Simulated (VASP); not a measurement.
# W (Im-3m) in VASP: notebook, part 2 of 3

VASP 6.6.1. The steps go on from the part before.

### Step 4. Electric field gradients, r2SCAN

This run uses another cell than the first one, of 15.93 Å³/atom, 1.042 times its volume.

Contents of POSCAR:

```
W
1.0
   -1.5851577801      1.5851577801      1.5851577801
    1.5851577801     -1.5851577801      1.5851577801
    1.5851577801      1.5851577801     -1.5851577801
W
1
Direct
    0.0000000000      0.0000000000      0.0000000000
```

Contents of INCAR.step1:

```
SYSTEM = W
  PREC = Accurate
  ENCUT = 520
  ISMEAR = -1
  SIGMA = 0.03
  LREAL = .False.
  LASPH = .True.
  NELM = 80
  NBANDS = 13
  GGA = PE
  ALGO = Normal
  EDIFF = 1E-4
  LWAVE = .True.
  LCHARG = .False.
```

Contents of INCAR.step2:

```
SYSTEM = W
  PREC = Accurate
  ENCUT = 520
  EDIFF = 1E-8
  ISMEAR = -1
  SIGMA = 0.03
  LREAL = .False.
  LASPH = .True.
  NELM = 80
  ALGO = Normal
  ISIF = 2
  LWAVE = .False.
  LCHARG = .False.
  METAGGA = R2SCAN
  LMIXTAU = .True.
  LEFG = .True.
  NBANDS = 13
  ISTART = 1
```

Contents of KPOINTS:

```
Automatic mesh
0
Gamma
  16 16 16
  0 0 0
```

Potentials or basis: VASP PAW PBE potentials, release 64 (W_sv).

The run is started by

```
$ cat potpaw_PBE.64/W_sv/POTCAR > POTCAR
$ cp INCAR.step1 INCAR
$ mpirun -np 1 vasp_std > vasp.out
$ cp INCAR.step2 INCAR
$ mpirun -np 1 vasp_std > vasp.out
```

OUTCAR:

```text
SYSTEM = W
   PREC = Accurate
   ENCUT = 520
   EDIFF = 1E-8
   ISMEAR = -1
   LREAL = .False.
   LASPH = .True.
   NELM = 80
   ISIF = 2
   METAGGA = R2SCAN
   ISTART = 1

 ion  position               nearest neighbor table
   1  0.000  0.000  0.000-

  LATTYP: Found a body centered cubic cell.
 ALAT       =     3.1703155602

  Lattice vectors:

 A1 = (  -1.5851577801,   1.5851577801,   1.5851577801)
 A2 = (   1.5851577801,  -1.5851577801,   1.5851577801)
 A3 = (   1.5851577801,   1.5851577801,  -1.5851577801)

Analysis of symmetry for initial positions (statically):
=====================================================================
 Subroutine PRICEL returns:
 Original cell was already a primitive cell.

 Routine SETGRP: Setting up the symmetry group for a
 body centered cubic supercell.

 Subroutine GETGRP returns: Found 48 space group operations
 (whereof 48 operations were pure point group operations)
 out of a pool of 48 trial point group operations.

The static configuration has the point symmetry O_h .

Analysis of symmetry for dynamics (positions and initial velocities):
=====================================================================
 Subroutine PRICEL returns:
 Original cell was already a primitive cell.

 Routine SETGRP: Setting up the symmetry group for a
 body centered cubic supercell.

 Subroutine GETGRP returns: Found 48 space group operations
 (whereof 48 operations were pure point group operations)
 out of a pool of 48 trial point group operations.

The dynamic configuration has the point symmetry O_h .

 Subroutine INISYM returns: Found 48 space group operations
 (whereof 48 operations are pure point group operations),
 and found     1 'primitive' translations

----------------------------------------------------------------------------------------

                                     Primitive cell

  volume of cell :      15.9323

  direct lattice vectors                    reciprocal lattice vectors
    -1.585157780  1.585157780  1.585157780     0.000000000  0.315426014  0.315426014
     1.585157780 -1.585157780  1.585157780     0.315426014  0.000000000  0.315426014
     1.585157780  1.585157780 -1.585157780     0.315426014  0.315426014  0.000000000

  length of vectors
     2.745573813  2.745573813  2.745573813     0.446079747  0.446079747  0.446079747

  position of ions in fractional coordinates (direct lattice)
     0.000000000  0.000000000  0.000000000

  ion indices of the primitive-cell ions
   primitive index   ion index
                 1           1

----------------------------------------------------------------------------------------

 KPOINTS: Automatic mesh

Automatic generation of k-mesh.
 Grid dimensions read from file:
 generate k-points for:   16   16   16
[... 67 lines left out ...]
   NSW    =      0    number of steps for IOM
   IBRION =     -1    ionic relax: 0-MD 1-quasi-New 2-CG
   NFREE  =      0    steps in history (QN), initial steepest desc. (CG)
   ISIF   =      2    stress and relaxation
   ISYM   =      2    0-nonsym 1-usesym 2-fastsym
   POTIM  = 0.5000    time-step for ionic-motion
   TEBEG  =    0.0;   TEEND  =   0.0 temperature during run
   PSTRESS=    0.0 pullay stress
   NELECT =      14.0000    total number of electrons
   NUPDOWN=      -1.0000    fix difference up-down
   EMIN   =  10.00;   EMAX   =-10.00  energy-range for DOS
   EFERMI =   0.00;   METHOD = LEGACY
   ISMEAR =    -1;   SIGMA  =   0.03  broadening in eV -4-tet -1-fermi 0-gaus
   EFERMI_NEDOS =   21; number of points for ismear=-14 and -15
   IALGO  =     38    algorithm
   IMIX   =      4    mixing-type and parameters
     AMIX     =   0.40;   BMIX     =  1.00
     AMIX_MAG =   1.60;   BMIX_MAG =  1.00
  volume/ion in A,a.u.               =      15.93       107.52
  Fermi-wavevector in a.u.,A,eV,Ry     =   1.568044  2.963174 33.453504  2.458763
  Thomas-Fermi vector in A             =   2.670134
   LORBIT       =      0    0 simple, 1 ext, 2 COOP (PROOUT), +10 PAW based schemes
   METAGGA = R2SCAN    functional components
   LHFCALC =     F    Hartree Fock is set to
   AEXX    =    0.0000 exact exchange contribution
   IVDW    =     0    specifies the selected vdW correction
   LEPSILON=     F    determine dielectric tensor
   LRPA    =     F    only Hartree local field effects (RPA)
 non-spin polarized calculation
  energy-cutoff  :      520.00
  volume of cell :       15.93
 maximum number of plane-waves:       448
   NGX = 11   NGY = 11   NGZ = 11

 number of electron      14.0000003 magnetization

 Free energy of the ion-electron system (eV)
  ---------------------------------------------------
  ext. energy  EPLUGINS =         0.00000000
  ---------------------------------------------------
  free energy    TOTEN  =       -51.35453710 eV

  energy without entropy =      -51.35239137  energy(sigma->0) =      -51.35346424

 E-fermi :  11.2450     XC(G=0): -14.9280

 val. band max:       11.2188027702   @ k =  -0.1250   0.1875   0.0625
 cond. band min:      11.2510779069   @ k =   0.4375   0.0625  -0.0000
 fundamental gap:      0.0322751367
 Fermi energy:        11.2450195824

 k-point     1 :       0.0000    0.0000    0.0000
  band No.  band energies     occupation
      1     -64.9112      2.00000
      2     -27.7781      2.00000
      3     -27.7781      2.00000
      4     -27.7781      2.00000
      5       1.1160      2.00000
      6       9.9406      2.00000
      7       9.9406      2.00000
      8       9.9406      2.00000
      9      13.7639      0.00000
     10      13.7640      0.00000
     11      26.4646      0.00000
     12      26.4646      0.00000
     13      26.4646      0.00000
[... 354 lines left out ...]
  band No.  band energies     occupation
      1     -64.7803      2.00000
      2     -28.8399      2.00000
      3     -28.2184      2.00000
      4     -27.8941      2.00000
      5       5.6095      2.00000
      6       7.9519      2.00000
      7       8.7483      2.00000
      8      12.9574      0.00000
      9      14.6088      0.00000
     10      16.6686      0.00000
     11      24.2891      0.00000
     12      27.0669      0.00000
     13      29.1397      0.00000

 [... further k-points ...]
[... 5 lines left out ...]
  --------------------------------------------------------------------------------------
  -------------------------------------------------------------------------------------
  Total        0.0719551      0.0719551      0.0719551     -0.0000000     -0.0000000      0.0000000
  in kB        7.2359389      7.2359389      7.2359389     -0.0000000     -0.0000000      0.0000000
  external PRESSURE =       7.2359389 kB  Pullay stress =       0.0000000 kB

 VOLUME and BASIS-vectors are now :
 -----------------------------------------------------------------------------
  energy-cutoff  :      520.00
  volume of cell :       15.93
      direct lattice vectors                 reciprocal lattice vectors
    -1.585157780  1.585157780  1.585157780     0.000000000  0.315426014  0.315426014
     1.585157780 -1.585157780  1.585157780     0.315426014  0.000000000  0.315426014
     1.585157780  1.585157780 -1.585157780     0.315426014  0.315426014  0.000000000

 POSITION                                       TOTAL-FORCE (eV/Angst)
 -----------------------------------------------------------------------------------
      0.00000      0.00000      0.00000        -0.000000     -0.000000      0.000000
 -----------------------------------------------------------------------------------
    total drift:                                0.000000     -0.000000      0.000000

  FREE ENERGIE OF THE ION-ELECTRON SYSTEM (eV)
  ---------------------------------------------------
  free  energy   TOTEN  =       -51.3545371026 eV

  energy  without entropy=      -51.3523913691  energy(sigma->0) =      -51.35346424

 Electric field gradients (V/A^2)
---------------------------------------------------------------------
 ion       V_xx      V_yy      V_zz      V_xy      V_xz      V_yz
---------------------------------------------------------------------
   1      -0.000    -0.000    -0.000     0.001     0.001     0.001
---------------------------------------------------------------------

 Electric field gradients after diagonalization (V/A^2)
 (convention: |V_zz| > |V_xx| > |V_yy|)
----------------------------------------------------------------------
 ion       V_xx      V_yy      V_zz     asymmetry (V_yy - V_xx)/ V_zz
----------------------------------------------------------------------
   1      -0.001    -0.001     0.001       0.000
----------------------------------------------------------------------

           NMR quadrupolar parameters

 Cq : quadrupolar parameter    Cq=e*Q*V_zz/h
 eta: asymmetry parameters     (V_yy - V_xx)/ V_zz
 Q  : nuclear electric quadrupole moment in mb (millibarn)
----------------------------------------------------------------------
 ion       Cq(MHz)       eta       Q (mb)
----------------------------------------------------------------------
   1       0.000       0.000       1.000
----------------------------------------------------------------------
```

Wall time 39 s (1 thread of Intel Xeon 6975P-C (Granite Rapids), shared host); peak memory 0.15 GiB.

What came out:

```yaml
Free_energy: -51.3545 eV
Pressure: 0.7 GPa
Band_gap_on_the_k_mesh: zero (band 7 reaches 16.51 eV, above the bottom of band 8 at 9.94 eV)
```

Levels at points of the mesh, in eV from the Fermi level:
| k point | band 3 | band 4 | band 5 | band 6 | band 7 | band 8 | band 9 | band 10 | band 11 | band 12 |
| --- | --- | --- | --- | --- | --- | --- | --- | --- | --- | --- |
| (0.00, 0.00, 0.00) | -39.02 | -39.02 | -10.13 | -1.30 | -1.30 | -1.30 | 2.52 | 2.52 | 15.22 | 15.22 |
| (0.50, 0.00, 0.00) | -39.46 | -39.03 | -6.56 | -3.75 | 0.48 | 2.35 | 3.40 | 6.26 | 11.55 | 12.04 |
| (0.50, 0.50, 0.50) | -39.96 | -39.96 | -6.01 | -6.01 | 5.27 | 5.27 | 5.27 | 8.47 | 8.47 | 8.47 |

Caveat: without QUAD_EFG the Cq values of the log hold for a quadrupole moment of 1 mb, not for the nuclei; the PAW data sets were made with another functional, which shifts forces and pressure a little; spin-orbit coupling is left out, which moves the levels of the heavy elements.

### Step 5. Electric field gradients, r2SCAN (volume scaled by 1.02)

Contents of POSCAR:

```
W
1.0
   -1.5956558197      1.5956558197      1.5956558197
    1.5956558197     -1.5956558197      1.5956558197
    1.5956558197      1.5956558197     -1.5956558197
W
1
Direct
    0.0000000000      0.0000000000      0.0000000000
```

Contents of INCAR.step1:

```
SYSTEM = W
PREC = Accurate
ENCUT = 520
ISMEAR = -1
SIGMA = 0.03
LREAL = .False.
LASPH = .True.
NELM = 60
NBANDS = 13
GGA = PE
ALGO = Normal
EDIFF = 1E-4
LWAVE = .True.
LCHARG = .False.
```

Contents of INCAR.step2:

```
SYSTEM = W
PREC = Accurate
ENCUT = 520
EDIFF = 1E-8
ISMEAR = -1
SIGMA = 0.03
LREAL = .False.
LASPH = .True.
NELM = 60
ALGO = Normal
ISIF = 2
LWAVE = .False.
LCHARG = .False.
METAGGA = R2SCAN
LMIXTAU = .True.
LEFG = .True.
NBANDS = 13
ISTART = 1
```

KPOINTS is that of step 4.

Potentials or basis: VASP PAW PBE potentials, release 64 (W_sv).

The run is started by

```
$ cat potpaw_PBE.64/W_sv/POTCAR > POTCAR
$ cp INCAR.step1 INCAR
$ mpirun -np 1 vasp_std > vasp.out
$ cp INCAR.step2 INCAR
$ mpirun -np 1 vasp_std > vasp.out
```

OUTCAR:

```text
SYSTEM = W
   PREC = Accurate
   ENCUT = 520
   EDIFF = 1E-8
   ISMEAR = -1
   LREAL = .False.
   LASPH = .True.
   NELM = 60
   ISIF = 2
   METAGGA = R2SCAN
   ISTART = 1

 ion  position               nearest neighbor table
   1  0.000  0.000  0.000-

  LATTYP: Found a body centered cubic cell.
 ALAT       =     3.1913116394

  Lattice vectors:

 A1 = (  -1.5956558197,   1.5956558197,   1.5956558197)
 A2 = (   1.5956558197,  -1.5956558197,   1.5956558197)
 A3 = (   1.5956558197,   1.5956558197,  -1.5956558197)
[... 589 lines left out ...]
    total drift:                                0.000000      0.000000     -0.000000

  FREE ENERGIE OF THE ION-ELECTRON SYSTEM (eV)
  ---------------------------------------------------
  free  energy   TOTEN  =       -51.3501297922 eV

  energy  without entropy=      -51.3481813021  energy(sigma->0) =      -51.34915555

 Electric field gradients (V/A^2)
---------------------------------------------------------------------
 ion       V_xx      V_yy      V_zz      V_xy      V_xz      V_yz
---------------------------------------------------------------------
   1      -0.000     0.000    -0.000    -0.000    -0.000    -0.000
---------------------------------------------------------------------

 Electric field gradients after diagonalization (V/A^2)
 (convention: |V_zz| > |V_xx| > |V_yy|)
----------------------------------------------------------------------
 ion       V_xx      V_yy      V_zz     asymmetry (V_yy - V_xx)/ V_zz
----------------------------------------------------------------------
   1       0.000     0.000    -0.001       0.000
----------------------------------------------------------------------

           NMR quadrupolar parameters

 Cq : quadrupolar parameter    Cq=e*Q*V_zz/h
 eta: asymmetry parameters     (V_yy - V_xx)/ V_zz
 Q  : nuclear electric quadrupole moment in mb (millibarn)
----------------------------------------------------------------------
 ion       Cq(MHz)       eta       Q (mb)
----------------------------------------------------------------------
   1      -0.000       0.000       1.000
----------------------------------------------------------------------
```

OUTCAR.step1:

```text
SYSTEM = W
   PREC = Accurate
   ENCUT = 520
   ISMEAR = -1
   LREAL = .False.
   LASPH = .True.
[... 599 lines left out ...]

 POSITION                                       TOTAL-FORCE (eV/Angst)
 -----------------------------------------------------------------------------------
      0.00000      0.00000      0.00000        -0.000000     -0.000000      0.000000
 -----------------------------------------------------------------------------------
    total drift:                               -0.000000      0.000000      0.000000

  FREE ENERGIE OF THE ION-ELECTRON SYSTEM (eV)
  ---------------------------------------------------
  free  energy   TOTEN  =       -12.9569770273 eV

  energy  without entropy=      -12.9547601665  energy(sigma->0) =      -12.95586860
```

OSZICAR.step1:

```text
N       E                     dE             d eps       ncg     rms          rms(c)
DAV:   1     0.841333932818E+02    0.84133E+02   -0.75239E+03  3786   0.122E+03
DAV:   2    -0.119396981116E+02   -0.96073E+02   -0.92354E+02  4255   0.315E+02
DAV:   3    -0.135935091157E+02   -0.16538E+01   -0.16492E+01  4115   0.400E+01
DAV:   4    -0.136001891218E+02   -0.66800E-02   -0.66799E-02  4180   0.282E+00
DAV:   5    -0.136002468530E+02   -0.57731E-04   -0.57732E-04  4175   0.247E-01    0.200E+01
DAV:   6    -0.130918057879E+02    0.50844E+00   -0.43302E-01  3925   0.876E+00    0.782E+00
DAV:   7    -0.129607441793E+02    0.13106E+00   -0.22491E-01  4140   0.600E+00    0.717E-01
DAV:   8    -0.129571316134E+02    0.36126E-02   -0.47790E-03  3835   0.911E-01    0.136E-01
DAV:   9    -0.129569840255E+02    0.14759E-03   -0.19437E-04  4250   0.175E-01    0.372E-02
DAV:  10    -0.129569770273E+02    0.69981E-05   -0.14993E-05  1960   0.531E-02
   1 F= -.12956977E+02 E0= -.12955869E+02  d E =-.221686E-02
```

Run time: 43 s. Hardware: 1 thread of Intel Xeon 6975P-C (Granite Rapids), shared host; peak memory 0.16 GiB.

What came out:

| Item | Value |
| --- | --- |
| Free energy | -51.3501 eV |
| Pressure | -5.2 GPa |
| Band gap on the k mesh | zero (band 7 reaches 16.08 eV, above the bottom of band 8 at 9.69 eV) |

Levels at points of the mesh, in eV from the Fermi level:
```csv
k point,band 5,band 6,band 7,band 8,band 9,band 10
"(0.00, 0.00, 0.00)",-10.01,-1.26,-1.26,-1.26,2.48,2.48
"(0.50, 0.00, 0.00)",-6.41,-3.65,0.42,2.31,3.33,6.09
"(0.50, 0.50, 0.50)",-5.83,-5.83,5.13,5.13,5.13,8.32
```

Caveat: the cell differs from its parent crystal (volume scaled by 1.02); without QUAD_EFG the Cq values of the log hold for a quadrupole moment of 1 mb, not for the nuclei; the PAW data sets were made with another functional, which shifts forces and pressure a little; spin-orbit coupling is left out, which moves the levels of the heavy elements.

(Continued in part 3 of 3.)
